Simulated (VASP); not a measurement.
# C (R-3m) in VASP: a series of runs

The runs below take C through single point, relaxation of the atoms, with PBEsol.

Everything below comes from runs of VASP 6.6.1. Logs are shortened: lines on timing, memory, paths and dates and some standing lists are left out, and cuts for length are marked.

## (1) The cell of the first run

Symmetry: R-3m, No. 166, trigonal system. The conventional cell has a = 2.510 Å, b = 2.510 Å, c = 6.278 Å, α = 90.00°, β = 90.00°, γ = 120.00°. C (site symmetry 3m) has 4 C at 1.54 to 1.57 Å within 2.1 Å.

## (2) Single point, PBEsol

The input, INCAR:

```
SYSTEM = C
ALGO = Normal
EDIFF = 1E-6
ENCUT = 600
GGA = PS
GGA_COMPAT = .FALSE.
ISIF = 2
ISMEAR = 0
LASPH = .TRUE.
LCHARG = .FALSE.
LREAL = .FALSE.
LWAVE = .FALSE.
NBANDS = 11
NELM = 120
PREC = Accurate
SIGMA = 0.01
```

The input, KPOINTS:

```
k-points
0
G
  9 9 9
  0 0 0
```

The input, POSCAR:

```
C
1.0
    0.0248454107      1.7999465147      1.7999465147
    1.7999465147      0.0248454107      1.7999465147
    1.7999465147      1.7999465147      0.0248454107
C
2
Direct
    0.0000947630      0.0000947630      0.0000947630
    0.2499052370      0.2499052370      0.2499052370
```

Potentials or basis: VASP PAW PBE potentials, release 64 (C).

Launch:

```
$ cat potpaw_PBE.64/C/POTCAR > POTCAR
$ mpirun -np 1 vasp_std > vasp.out
```

OUTCAR:

```text
SYSTEM = C
   EDIFF = 1E-6
   ENCUT = 600
   GGA = PS
   ISIF = 2
   ISMEAR = 0
   LASPH = .TRUE.
   LREAL = .FALSE.
   NELM = 120
   PREC = Accurate

 ion  position               nearest neighbor table
   1  0.000  0.000  0.000-   2 1.54   2 1.54   2 1.54   2 1.57
   2  0.250  0.250  0.250-   1 1.54   1 1.54   1 1.54   1 1.57

  LATTYP: Found a trigonal (rhomboedric) cell.
 ALAT       =     2.5456300214
 COS(alpha) =     0.5137544722

  Lattice vectors:

 A1 = (   0.0248454107,   1.7999465147,   1.7999465147)
 A2 = (   1.7999465147,   0.0248454107,   1.7999465147)
 A3 = (   1.7999465147,   1.7999465147,   0.0248454107)

Analysis of symmetry for initial positions (statically):
=====================================================================
 Subroutine PRICEL returns:
 Original cell was already a primitive cell.

 Routine SETGRP: Setting up the symmetry group for a
 trigonal (rhombohedral) supercell.

 Subroutine GETGRP returns: Found 12 space group operations
 (whereof  6 operations were pure point group operations)
 out of a pool of 12 trial point group operations.

The static configuration has the point symmetry C_3v.
 The point group associated with its full space group is D_3d.

Analysis of symmetry for dynamics (positions and initial velocities):
=====================================================================
 Subroutine PRICEL returns:
 Original cell was already a primitive cell.

 Routine SETGRP: Setting up the symmetry group for a
 trigonal (rhombohedral) supercell.

 Subroutine GETGRP returns: Found 12 space group operations
 (whereof  6 operations were pure point group operations)
 out of a pool of 12 trial point group operations.

The dynamic configuration has the point symmetry C_3v.
 The point group associated with its full space group is D_3d.

 Subroutine INISYM returns: Found 12 space group operations
 (whereof  6 operations are pure point group operations),
 and found     1 'primitive' translations

----------------------------------------------------------------------------------------

                                     Primitive cell

  volume of cell :      11.4215

  direct lattice vectors                    reciprocal lattice vectors
     0.024845411  1.799946515  1.799946515    -0.283604804  0.279743389  0.279743389
     1.799946515  0.024845411  1.799946515     0.279743389 -0.283604804  0.279743389
     1.799946515  1.799946515  0.024845411     0.279743389  0.279743389 -0.283604804

  length of vectors
     2.545630021  2.545630021  2.545630021     0.486769363  0.486769363  0.486769363

  position of ions in fractional coordinates (direct lattice)
     0.000094763  0.000094763  0.000094763
     0.249905237  0.249905237  0.249905237

  ion indices of the primitive-cell ions
   primitive index   ion index
                 1           1
                 2           2

----------------------------------------------------------------------------------------

 KPOINTS: k-points

Automatic generation of k-mesh.
 Grid dimensions read from file:
 generate k-points for:    9    9    9

 Generating k-lattice:

  Cartesian coordinates                     Fractional coordinates (reciprocal lattice)
    -0.031511645  0.031082599  0.031082599     0.111111111  0.000000000  0.000000000
     0.031082599 -0.031511645  0.031082599     0.000000000  0.111111111  0.000000000
     0.031082599  0.031082599 -0.031511645     0.000000000  0.000000000  0.111111111

  Length of vectors
     0.054085485  0.054085485  0.054085485

  Shift w.r.t. Gamma in fractional coordinates (k-lattice)
     0.000000000  0.000000000  0.000000000

 Subroutine IBZKPT returns following result:
 ===========================================

 Found     85 irreducible k-points:

 Following reciprocal coordinates:
            Coordinates               Weight
  0.000000  0.000000  0.000000      1.000000
  0.111111  0.000000  0.000000      6.000000
  0.222222 -0.000000 -0.000000      6.000000
  0.333333  0.000000  0.000000      6.000000
  0.444444 -0.000000 -0.000000      6.000000
  0.111111  0.111111  0.000000      6.000000
[... 16 lines left out ...]
 -0.333333  0.333333  0.000000      6.000000
  0.444444  0.444444 -0.000000      6.000000
 [... further k-points ...]
   k-points           NKPTS =     85   k-points in BZ     NKDIM =     85   number of bands    NBANDS=     11
   number of dos      NEDOS =    301   number of ions     NIONS =      2
   total plane-waves  NPLWV =   8000
   dimension x,y,z NGX =    20 NGY =   20 NGZ =   20
   dimension x,y,z NGXF=    40 NGYF=   40 NGZF=   40
   ions per type =               2
   NGX,Y,Z   is equivalent  to a cutoff of  13.06, 13.06, 13.06 a.u.
   NGXF,Y,Z  is equivalent  to a cutoff of  26.12, 26.12, 26.12 a.u.
 SYSTEM =  C
   PREC   = accura    normal or accurate (medium, high low for compatibility)
   ISTART =      0    job   : 0-new  1-cont  2-samecut
   ICHARG =      2    charge: 1-file 2-atom 10-const
   ISPIN  =      1    spin polarized calculation?
   LNONCOLLINEAR =      F non collinear calculations
   LSORBIT =      F    spin-orbit coupling
   LASPH  =      T    aspherical Exc in radial PAW
   ENCUT  =  600.0 eV  44.10 Ry    6.64 a.u.   5.08  5.08  5.08*2*pi/ulx,y,z
   NELM   =    120;   NELMIN=  2; NELMDL= -5     # of ELM steps
   EDIFF  = 0.1E-05   stopping-criterion for ELM
   LREAL  =      F    real-space projection
   EDIFFG = 0.1E-04   stopping-criterion for IOM
   NSW    =      0    number of steps for IOM
   IBRION =     -1    ionic relax: 0-MD 1-quasi-New 2-CG
   NFREE  =      0    steps in history (QN), initial steepest desc. (CG)
   ISIF   =      2    stress and relaxation
   ISYM   =      2    0-nonsym 1-usesym 2-fastsym
   POTIM  = 0.5000    time-step for ionic-motion
   TEBEG  =    0.0;   TEEND  =   0.0 temperature during run
   PSTRESS=    0.0 pullay stress
   NELECT =       8.0000    total number of electrons
   NUPDOWN=      -1.0000    fix difference up-down
   EMIN   =  10.00;   EMAX   =-10.00  energy-range for DOS
   EFERMI =   0.00;   METHOD = LEGACY
   ISMEAR =     0;   SIGMA  =   0.01  broadening in eV -4-tet -1-fermi 0-gaus
   EFERMI_NEDOS =   21; number of points for ismear=-14 and -15
   IALGO  =     38    algorithm
   IMIX   =      4    mixing-type and parameters
     AMIX     =   0.40;   BMIX     =  1.00
     AMIX_MAG =   1.60;   BMIX_MAG =  1.00
  volume/ion in A,a.u.               =       5.71        38.54
  Fermi-wavevector in a.u.,A,eV,Ry     =   1.453887  2.747447 28.759809  2.113786
  Thomas-Fermi vector in A             =   2.571101
   LORBIT       =      0    0 simple, 1 ext, 2 COOP (PROOUT), +10 PAW based schemes
   GGA     = PS    functional components
   LHFCALC =     F    Hartree Fock is set to
   AEXX    =    0.0000 exact exchange contribution
   IVDW    =     0    specifies the selected vdW correction
   LEPSILON=     F    determine dielectric tensor
   LRPA    =     F    only Hartree local field effects (RPA)
 non-spin polarized calculation
 Gauss-broadening in eV      SIGMA  =   0.01
  energy-cutoff  :      600.00
  volume of cell :       11.42
 maximum number of plane-waves:       389
   NGX = 11   NGY = 11   NGZ = 11

 number of electron       7.9999999 magnetization

 Free energy of the ion-electron system (eV)
  ---------------------------------------------------
  ext. energy  EPLUGINS =         0.00000000
  ---------------------------------------------------
  free energy    TOTEN  =       -19.23912215 eV

  energy without entropy =      -19.23912215  energy(sigma->0) =      -19.23912215

 E-fermi :   9.7868     XC(G=0): -13.3989

 val. band max:        9.6263328922   @ k =   0.0000   0.0000   0.0000
 cond. band min:      13.6174677972   @ k =   0.3333   0.3333   0.0000
 fundamental gap:      3.9911349050
 Fermi energy:         9.7868311133

 k-point     1 :       0.0000    0.0000    0.0000
  band No.  band energies     occupation
      1     -11.8219      2.00000
      2       9.5710      2.00000
      3       9.6263      2.00000
      4       9.6263      2.00000
      5      14.7021      0.00000
      6      15.3322      0.00000
      7      15.3322      0.00000
      8      22.8599      0.00000
      9      28.4909      0.00000
     10      36.0107      0.00000
     11      36.0107      0.00000

 k-point     2 :       0.1111    0.0000    0.0000
  band No.  band energies     occupation
      1     -11.4777      2.00000
      2       7.6685      2.00000
      3       9.0221      2.00000
      4       9.0752      2.00000
      5      15.4637      0.00000
      6      16.0422      0.00000
      7      16.3018      0.00000
      8      23.1521      0.00000
      9      29.0364      0.00000
     10      32.9449      0.00000
     11      33.2416      0.00000

 k-point     3 :       0.2222   -0.0000   -0.0000
  band No.  band energies     occupation
      1     -10.4522      2.00000
      2       4.0440      2.00000
      3       8.0347      2.00000
      4       8.0646      2.00000
      5      16.7242      0.00000
      6      17.2764      0.00000
      7      17.4498      0.00000
      8      23.9048      0.00000
      9      29.7828      0.00000
     10      31.5026      0.00000
     11      31.9507      0.00000

 k-point     4 :       0.3333    0.0000    0.0000
  band No.  band energies     occupation
      1      -8.7777      2.00000
      2       0.3035      2.00000
      3       7.2345      2.00000
      4       7.2418      2.00000
      5      17.4277      0.00000
      6      17.9795      0.00000
      7      18.0693      0.00000
      8      24.6642      0.00000
      9      30.1037      0.00000
     10      32.2851      0.00000
     11      32.8972      0.00000

 k-point     5 :       0.4444   -0.0000   -0.0000
  band No.  band energies     occupation
      1      -6.6223      2.00000
      2      -2.9557      2.00000
      3       6.7926      2.00000
      4       6.8253      2.00000
      5      17.5880      0.00000
      6      18.1242      0.00000
      7      18.3021      0.00000
      8      24.9907      0.00000
      9      30.8641      0.00000
     10      33.7763      0.00000
     11      34.4304      0.00000
[... 211 lines left out ...]
 k-point    21 :       0.4444    0.3333    0.0000
  band No.  band energies     occupation
      1      -6.2057      2.00000
      2       0.4779      2.00000
      3       3.0086      2.00000
      4       3.8068      2.00000
      5      14.1884      0.00000
      6      17.0033      0.00000
      7      24.2570      0.00000
      8      24.6139      0.00000
      9      31.4696      0.00000
     10      32.2571      0.00000
     11      40.0547      0.00000

 k-point    22 :      -0.4444    0.3333    0.0000
  band No.  band energies     occupation
      1      -4.1802      2.00000
      2      -1.4749      2.00000
      3       1.0479      2.00000
      4       4.0414      2.00000
      5      14.7714      0.00000
      6      19.6979      0.00000
      7      23.7912      0.00000
      8      24.7737      0.00000
      9      29.1446      0.00000
     10      33.2990      0.00000
     11      36.3029      0.00000

 k-point    23 :      -0.3333    0.3333    0.0000
  band No.  band energies     occupation
      1      -4.2637      2.00000
      2      -1.3548      2.00000
      3       0.2127      2.00000
      4       4.8310      2.00000
      5      15.5788      0.00000
      6      22.2753      0.00000
      7      23.3831      0.00000
      8      24.4213      0.00000
      9      26.2278      0.00000
     10      32.9160      0.00000
     11      34.1626      0.00000

 k-point    24 :       0.4444    0.4444   -0.0000
  band No.  band energies     occupation
      1      -4.8389      2.00000
      2      -1.2946      2.00000
      3       3.2884      2.00000
      4       3.5661      2.00000
      5      13.7295      0.00000
      6      14.9377      0.00000
      7      25.8966      0.00000
      8      25.9047      0.00000
      9      32.0883      0.00000
     10      32.8422      0.00000
     11      42.0498      0.00000

 [... further k-points ...]

------------------------ aborting loop because EDIFF is reached ----------------------------------------

  FORCE on cell =-STRESS in cart. coord.  units (eV):
  Direction    XX          YY          ZZ          XY          YZ          ZX
  --------------------------------------------------------------------------------------
  -------------------------------------------------------------------------------------
  Total       -0.5076784     -0.5076784     -0.5076784     -0.5423543     -0.5423543     -0.5423543
  in kB      -71.2158125    -71.2158125    -71.2158125    -76.0800567    -76.0800567    -76.0800567
  external PRESSURE =     -71.2158125 kB  Pullay stress =       0.0000000 kB

 VOLUME and BASIS-vectors are now :
 -----------------------------------------------------------------------------
  energy-cutoff  :      600.00
  volume of cell :       11.42
      direct lattice vectors                 reciprocal lattice vectors
     0.024845411  1.799946515  1.799946515    -0.283604804  0.279743389  0.279743389
     1.799946515  0.024845411  1.799946515     0.279743389 -0.283604804  0.279743389
     1.799946515  1.799946515  0.024845411     0.279743389  0.279743389 -0.283604804

 POSITION                                       TOTAL-FORCE (eV/Angst)
 -----------------------------------------------------------------------------------
      0.00034      0.00034      0.00034         0.005477      0.005477      0.005477
      0.90584      0.90584      0.90584        -0.005477     -0.005477     -0.005477
 -----------------------------------------------------------------------------------
    total drift:                               -0.000000     -0.000000     -0.000000

  FREE ENERGIE OF THE ION-ELECTRON SYSTEM (eV)
  ---------------------------------------------------
  free  energy   TOTEN  =       -19.2391221456 eV

  energy  without entropy=      -19.2391221456  energy(sigma->0) =      -19.23912215
```

Run time: 16 s. Hardware: 1 thread of Intel Xeon 8259CL, shared host; peak memory 0.12 GiB.

What came out:

```
Free energy            : -19.2391 eV
Pressure               : -7.1 GPa
Largest force          : 0.009 eV/Å
Band gap on the k mesh : 3.99 eV (least direct gap 5.08 eV)
```

Forces in eV/Å, atoms in the order of the input:
```
C    0.005  0.005  0.005
C   -0.005 -0.005 -0.005
```

Caveat: the cell stands under tension; the PAW data sets were made with another functional, which shifts forces and pressure a little; an odd mesh through Γ misses points on the zone boundary, where band edges can lie.

## (3) Single point, PBEsol (strained cell)

The input, INCAR:

```
SYSTEM = C
PREC     = Accurate       ! precision mode
ENCUT    = 600            ! plane-wave cutoff, eV
EDIFF    = 1E-6           ! SCF threshold, eV
ISMEAR   = 0              ! smearing method
SIGMA    = 0.02           ! smearing width, eV
LREAL    = .False.        ! projectors in reciprocal space
LASPH    = .True.         ! aspherical terms in the spheres
NELM     = 120            ! most SCF steps
ALGO     = Normal         ! electronic algorithm
ISIF     = 2              ! what is computed and relaxed
LWAVE    = .False.        ! write WAVECAR
LCHARG   = .False.        ! write CHGCAR
GGA      = PS             ! functional
NBANDS   = 11             ! bands
GGA_COMPAT= .False.
```

The input, KPOINTS:

```
Automatic mesh
0
Gamma
  9 9 9
  0 0 0
```

The input, POSCAR:

```
C
1.0
   -0.0059227752      1.8153306076      1.8153306076
    1.8153306076     -0.0059227752      1.8153306076
    1.8153306076      1.8153306076     -0.0059227752
C
2
Direct
   -0.0000054645     -0.0000054645     -0.0000054645
    0.2500054645      0.2500054645      0.2500054645
```

Potentials or basis: VASP PAW PBE potentials, release 64 (C).

Launch:

```
$ cat potpaw_PBE.64/C/POTCAR > POTCAR
$ mpirun -np 1 vasp_std > vasp.out
```

It took 17 s on 1 thread of Intel Xeon 8259CL, shared host; peak memory 0.13 GiB.

Results (log left out):

```
Free energy            : -19.1858 eV
Pressure               : -27.1 GPa
Band gap on the k mesh : 3.90 eV (least direct gap 5.33 eV)
```

Stress tensor (GPa, compression positive):
```
-27.11   1.60   1.60
  1.60 -27.11   1.60
  1.60   1.60 -27.11
```

Levels at points of the mesh, in eV from the valence-band top:
| k point | band 2 | band 3 | band 4 | band 5 | band 6 | band 7 |
| --- | --- | --- | --- | --- | --- | --- |
| (0.00, 0.00, 0.00) | 0.00 | 0.00 | 0.00 | 5.33 | 5.33 | 5.47 |

Caveat: the cell differs from its parent crystal (strained cell); the cell stands under tension; the PAW data sets were made with another functional, which shifts forces and pressure a little; an odd mesh through Γ misses points on the zone boundary, where band edges can lie.

## (4) Relaxation of the atoms, PBEsol (strained cell)

The input, INCAR:

```
SYSTEM = C
PREC     = Accurate       ! precision mode
ENCUT    = 520            ! plane-wave cutoff, eV
EDIFF    = 1E-7           ! SCF threshold, eV
ISMEAR   = 0              ! smearing method
SIGMA    = 0.02           ! smearing width, eV
LREAL    = .FALSE.        ! projectors in reciprocal space
LASPH    = .TRUE.         ! aspherical terms in the spheres
NELM     = 120            ! most SCF steps
ALGO     = Normal         ! electronic algorithm
ISIF     = 2              ! what is computed and relaxed
LWAVE    = .FALSE.        ! write WAVECAR
LCHARG   = .FALSE.        ! write CHGCAR
GGA      = PS             ! functional
IBRION   = 2              ! ionic algorithm
NSW      = 60             ! ionic steps
EDIFFG   = -0.002         ! ionic threshold
GGA_COMPAT= .FALSE.      
NELMIN   = 4
```

The input, KPOINTS:

```
regular mesh
0
G
  9 9 9
  0 0 0
```

The input, POSCAR:

```
C
1.0
    0.0296138761      1.7975622819      1.7975622819
    1.7975622819      0.0296138761      1.7975622819
    1.7975622819      1.7975622819      0.0296138761
C
2
Direct
    0.0000000000      0.0000000000      0.0000000000
    0.2500000000      0.2500000000      0.2500000000
```

Launch:

```
$ cat potpaw_PBE.64/C/POTCAR > POTCAR
$ mpirun -np 1 vasp_std > vasp.out
```

Wall time 23 s (1 thread of Intel Xeon 8259CL, shared host); peak memory 0.12 GiB.

It converged, with:

```
Free energy               : -19.2326 eV
Energy gained by relaxing : 0.0 meV/atom
Ionic steps               : 3
Pressure after relaxing   : -2.9 GPa
Band gap on the k mesh    : 3.99 eV (least direct gap 5.00 eV)
```

Stress tensor (GPa, compression positive):
```
-2.91 -9.25 -9.25
-9.25 -2.91 -9.25
-9.25 -9.25 -2.91
```

Final structure:
```xyz
2
Lattice="0.0296 1.7976 1.7976 1.7976 0.0296 1.7976 1.7976 1.7976 0.0296" Properties=species:S:1:pos:R:3 pbc="T T T"
C     0.0006    0.0006    0.0006
C     0.9056    0.9056    0.9056
```

Levels at points of the mesh, in eV from the valence-band top:
```tsv
k point	band 1	band 2	band 3	band 4	band 5	band 6	band 7	band 8
(0.00, 0.00, 0.00)	-21.57	-0.09	0.00	0.00	5.00	5.76	5.76	13.42
```

Caveat: the cell differs from its parent crystal (strained cell); the PAW data sets were made with another functional, which shifts forces and pressure a little; an odd mesh through Γ misses points on the zone boundary, where band edges can lie.

[end of part 1 of 2]
